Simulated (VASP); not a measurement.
Input of a VASP 6.6.1 run:

File INCAR:

```
SYSTEM = NaF
ALGO = Normal ; EDIFF = 1E-6
ENCUT = 520 ; GGA = PE
ISIF = 2 ; ISMEAR = 0
LASPH = .True. ; LCHARG = .False.
LREAL = .False. ; LWAVE = .False.
NBANDS = 14 ; NELM = 80
PREC = Accurate ; SIGMA = 0.01
```

The input KPOINTS:

```
k-points
0
Gamma
  6 6 6
  0 0 0
```

POSCAR

```
NaF
1.0
    0.0000000000      2.2971680842      2.2971680842
    2.4120264884      0.0000000000      2.2971680842
    2.4120264884      2.2971680842      0.0000000000
Na F
1 1
Direct
    0.0000000000      0.0000000000      0.0000000000
    0.5000000000      0.5000000000      0.5000000000
```

Potentials or basis: VASP PAW PBE potentials, release 64 (Na_pv, F).

Launch:

```bash
$ cat potpaw_PBE.64/Na_pv/POTCAR potpaw_PBE.64/F/POTCAR > POTCAR
$ mpirun -np 1 vasp_std > vasp.out
```

Task: Predict the band gap on the k mesh.

Result: 6.17 eV, direct.

Task: Predict the pressure.

Result: 1.1 GPa.

Stress tensor (GPa, compression positive):
```
-1.29  0.00  0.00
 0.00  2.25  0.00
 0.00  0.00  2.25
```

Caveat: the cell differs from its parent crystal (uniaxial x strain +5.0%).
